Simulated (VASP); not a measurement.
The system is MoW2.

```
CELL_PARAMETERS angstrom
4.62085 0.00000 0.00000
-2.31042 4.00177 0.00000
0.00000 0.00000 2.68394
ATOMIC_POSITIONS crystal
Mo 0.00000 0.00000 0.00000
W 0.33333 0.66667 0.50000
W 0.66667 0.33333 0.50000
```

* Program: VASP 6.6.1
* Task: relaxation of cell and atoms
* Functional: PBE
* Potentials or basis: VASP PAW PBE potentials, release 64 (Mo_sv, W_sv)
* Cutoff: 600 eV
* k mesh: 6 × 6 × 6
* Occupations: gaussian, width 0.1 eV
* Spin: no spin polarisation

At the start: pressure -1.9 GPa; volume 16.54 Å³/atom.

Task: How do energy, volume and symmetry change on relaxing?

Result: Over 6 steps the energy falls by 40.2 meV/atom and the volume is 16.48 Å³/atom (-0.4 %); space group P6/mmm (No. 191, to 0.05 Å).

The path:
| step | energy change (eV) | largest force (eV/Å) | pressure (GPa) | volume (Å³) |
| --- | --- | --- | --- | --- |
| 1 | 0.0000 | 0.0000 | -1.88 | 49.63 |
| 2 | 0.0013 | 0.0000 | 9.63 | 48.10 |
| 3 | -0.1139 | 0.0000 | 3.11 | 48.86 |
| 4 | -0.1140 | 0.0000 | 3.20 | 48.84 |
| 5 | -0.0883 | 0.0000 | -6.37 | 50.80 |
| 6 | -0.1207 | 0.0000 | 0.03 | 49.45 |

Final structure:
```xyz
3
Lattice="4.7038 0.0000 0.0000 -2.3519 4.0736 0.0000 0.0000 0.0000 2.5806" Properties=species:S:1:pos:R:3 pbc="T T T"
Mo    0.0000    0.0000    0.0000
W     0.0000    2.7158    1.2903
W     2.3519    1.3579    1.2903
```

Caveat: the k points lie up to 0.41 Å⁻¹ apart in the final cell.
